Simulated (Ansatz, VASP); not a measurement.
Two plane-wave programs on EuO

```xyz
2
Lattice="0.0000 2.5720 2.5720 2.5720 0.0000 2.5720 2.5720 2.5720 0.0000" Properties=species:S:1:pos:R:3 pbc="T T T"
Eu    0.0000    0.0000    0.0000
O     2.5720    2.5720    2.5720
```

Alike in both runs: task relaxation of cell and atoms; functional PBE; k mesh 14 × 14 × 14; occupations gaussian, width 0.1 eV; collinear spin; Hubbard terms Eu f U = 4.0 eV.

```csv
,VASP,Ansatz
version,VASP 6.6.1,Ansatz 0.2.0
potentials or method,"VASP PAW PBE potentials, release 64 (Eu, O), cutoff 600 eV","scalar-relativistic, plane waves, PAW"
valence electrons in the cell,23,23
```

```tsv
	VASP	Ansatz	Ansatz less VASP
gap on the k mesh at the Fermi level, each at its own relaxed structure (eV)	none	none	-
net moment per atom (μB)	3.50	3.50	0.000
size of the moment on the site where the two differ most (μB)	6.69	6.73	+0.037
relaxed volume (Å³/atom)	16.91	17.04	+0.136
relaxed cell length with the largest relative difference (Å)	3.630	3.639	+0.0097
```

Site moments also hang on the region over which each program counts them. The programs project onto different local orbitals, so the same U acts differently, and such runs can settle in different states. A gap of «none» marks a metal or a gap that the smearing closes. Ansatz's warnings: filled band counts differ across k points.

Neither program's run includes spin-orbit coupling.
